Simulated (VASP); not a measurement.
A run of VASP 6.6.1 is set up as follows.

POSCAR

```
NaCl
1.0
    0.0000000000      2.8217290092      2.8217290092
    2.8217290092      0.0000000000      2.8217290092
    2.8217290092      2.8217290092      0.0000000000
Cl Na
1 1
Direct
    0.5000000000      0.5000000000      0.5000000000
    0.0000000000      0.0000000000      0.0000000000
```

The input INCAR.step1:

```
  ALGO = Normal
  EDIFF = 1E-5
  EFERMI = MIDGAP
  ENCUT = 590
  GGA = PE
  GGA_COMPAT = F
  ISIF = 2
  ISMEAR = 0
  KPAR = 2
  LASPH = T
  LCHARG = F
  LREAL = F
  LWAVE = T
  NELM = 120
  PREC = Accurate
  SIGMA = 0.03
```

INCAR.step2

```
  ALGO = Normal
  EDIFF = 1E-7
  EDIFFG = -0.002
  EFERMI = MIDGAP
  ENCUT = 590
  GGA = PE
  GGA_COMPAT = F
  HFSCREEN = 0.2
  IBRION = 2
  ISIF = 3
  ISMEAR = 0
  KPAR = 2
  LASPH = T
  LCHARG = F
  LHFCALC = T
  LREAL = F
  LWAVE = T
  NELM = 120
  NELMIN = 4
  NSW = 80
  PREC = Accurate
  PRECFOCK = Accurate
  SIGMA = 0.03
```

Contents of INCAR.step4:

```
  ALGO = Normal
  EDIFF = 1E-7
  EFERMI = MIDGAP
  ENCUT = 590
  GGA = PE
  GGA_COMPAT = F
  HFSCREEN = 0.2
  ISIF = 2
  ISMEAR = 0
  KPAR = 2
  LASPH = T
  LCHARG = F
  LHFCALC = T
  LREAL = F
  LWAVE = F
  NELM = 120
  PREC = Accurate
  PRECFOCK = Accurate
  SIGMA = 0.03
```

The input KPOINTS:

```
Automatic mesh
0
Gamma
  6 6 6
  0 0 0
```

Potentials or basis: VASP PAW PBE potentials, release 64 (Cl, Na_pv).

Command:

```sh
$ cat potpaw_PBE.64/Cl/POTCAR potpaw_PBE.64/Na_pv/POTCAR > POTCAR
$ cp INCAR.step1 INCAR
$ cp POSCAR.step1 POSCAR
$ mpirun -np 2 vasp_std > vasp.out
$ cp INCAR.step2 INCAR
$ mpirun -np 2 vasp_std > vasp.out
$ cp CONTCAR POSCAR
$ mpirun -np 2 vasp_std > vasp.out
$ cp CONTCAR POSCAR
$ cp INCAR.step4 INCAR
$ mpirun -np 2 vasp_std > vasp.out
```

Question: What does it give for the relaxed cell?

Answer: a = 3.999 Å, b = 3.999 Å, c = 3.999 Å, α = 60.00°, β = 60.00°, γ = 60.00°.

Question: What does it give for the relaxed volume?

Answer: 22.60 Å³/atom.

Question: Estimate the space group after relaxing (to 0.1 Å).

Answer: Fm-3m (No. 225).

Question: Estimate the band gap on the k mesh.

Answer: 6.46 eV.

Final structure:
```cif
data_structure
_symmetry_space_group_name_H-M 'P 1'
_symmetry_Int_Tables_number 1
_cell_length_a 3.9987
_cell_length_b 3.9987
_cell_length_c 3.9987
_cell_angle_alpha 60.000
_cell_angle_beta 60.000
_cell_angle_gamma 60.000
_cell_volume 45.21
loop_
_atom_site_label
_atom_site_type_symbol
_atom_site_fract_x
_atom_site_fract_y
_atom_site_fract_z
_atom_site_occupancy
Cl1 Cl 0.50000 0.50000 0.50000 1
Na1 Na 0.00000 0.00000 0.00000 1
```

Caveat: the PAW data sets were made with another functional, which shifts forces and pressure a little.
